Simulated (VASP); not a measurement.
# Ti3N3O: single point with PBE

Slab: Ti3N3O, a slab with vacuum.

```
CELL_PARAMETERS angstrom
3.00286 0.00000 0.00000
-1.50143 2.60055 0.00000
0.00000 0.00000 23.05415
ATOMIC_POSITIONS crystal
N 0.33333 0.66667 0.17350
N 0.00000 0.00000 0.27986
N 0.66667 0.33333 0.38775
Ti 0.66667 0.33333 0.22668
Ti 0.33333 0.66667 0.33425
Ti 0.00000 0.00000 0.43611
O 0.16667 0.00000 0.50725
```

- Program: VASP 6.6.1
- Task: single point
- Functional: PBE
- Potentials or basis: VASP PAW PBE potentials, release 64 (N, Ti_sv, O)
- Cutoff: 520 eV
- k mesh: 9 × 9 × 1
- Occupations: gaussian, width 0.1 eV
- Spin: collinear spin, ferromagnetic start
- Starting moments: [0.0, 0.0, 0.0, 0.0, 0.0, 0.0, 2.0] μB

```
Largest force                                         : 5.254 eV/Å
Net moment                                            : 0.00 μB per cell
Valence electrons inside the program's atomic spheres : N 3.51, 3.74, 3.78; Ti 10.30, 10.37, 10.62; O 4.86
```

Forces on the atoms (eV/Å):
```
N    0.011 -0.005  4.176
N   -0.005 -0.007  1.129
N   -0.542  0.143 -0.393
Ti   0.007 -0.006 -5.254
Ti  -0.027  0.052 -0.498
Ti   0.273  0.009  3.361
O    0.283 -0.184 -2.521
```

Levels at points of the mesh, in eV from the Fermi level:
Spin up:
```
           k point  band 25  band 26  band 27  band 28  band 29  band 30  band 31  band 32
(0.00, 0.00, 0.00)    -1.01    -0.79    -0.28    -0.27     0.37     0.47     0.73     1.60
```
Spin down:
```tsv
k point	band 24	band 25	band 26	band 27	band 28	band 29	band 30	band 31	band 32	band 33
(0.00, 0.00, 0.00)	-1.44	-1.01	-0.79	-0.28	-0.27	0.37	0.47	0.73	1.60	1.76
```

Run time: 40 min on 1 thread of Intel Xeon 6975P-C, with other jobs on the host, peak memory 0.69 GiB.
